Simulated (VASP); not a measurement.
Here is a VASP 6.6.1 calculation.

The input INCAR:

```
PREC     = Accurate       # precision mode
ENCUT    = 600            # plane-wave cutoff, eV
EDIFF    = 1E-7           # SCF threshold, eV
ISMEAR   = 0              # smearing method
SIGMA    = 0.03           # smearing width, eV
LREAL    = False          # projectors in reciprocal space
LASPH    = True           # aspherical terms in the spheres
NELM     = 80             # most SCF steps
ALGO     = Normal         # electronic algorithm
ISIF     = 3              # what is computed and relaxed
LWAVE    = False          # write WAVECAR
LCHARG   = False          # write CHGCAR
GGA      = PS             # functional
IBRION   = 2              # ionic algorithm
NSW      = 90             # ionic steps
EDIFFG   = -0.005         # ionic threshold
KPAR     = 4
```

Contents of KPOINTS:

```
Automatic mesh
0
Gamma
  7 7 7
```

The input POSCAR:

```
Bi2Te3                                  
1.0
    2.1913939429      1.2652018828     10.0838518278
   -2.1913939429      1.2652018828     10.0838518278
    0.0000000000     -2.5304037657     10.0838518278
  Bi              Te            
     2     3
Direct
     0.3999745826766355    0.3999745826766355    0.3999745826766355
     0.6000254173233643    0.6000254173233643    0.6000254173233643
     0.0000000000000000    0.0000000000000000    0.0000000000000000
     0.2096369416397137    0.2096369416397137    0.2096369416397137
     0.7903630583602863    0.7903630583602863    0.7903630583602863
```

Potentials or basis: VASP PAW PBE potentials, release 64 (Bi_d, Te).

The run is started by

```sh
$ cat potpaw_PBE.64/Bi_d/POTCAR potpaw_PBE.64/Te/POTCAR > POTCAR
$ mpirun -np 4 vasp_std > vasp.out
```

Task: Predict the band gap on the k mesh.

Result: 0.20 eV.

Final structure:
```yaml
crystal:
  lattice:
    - [2.19139, 1.26520, 10.08385]
    - [-2.19139, 1.26520, 10.08385]
    - [0.00000, -2.53040, 10.08385]
  atoms:
    - { symbol: Bi, position: [0.39997, 0.39997, 0.39997] }
    - { symbol: Bi, position: [0.60003, 0.60003, 0.60003] }
    - { symbol: Te, position: [0.00000, 0.00000, 0.00000] }
    - { symbol: Te, position: [0.20964, 0.20964, 0.20964] }
    - { symbol: Te, position: [0.79036, 0.79036, 0.79036] }
```

Caveat: the relaxation stopped at its first step, so nothing moved; spin-orbit coupling is left out, which moves the levels of the heavy elements; an odd mesh through Γ misses points on the zone boundary, where band edges can lie.
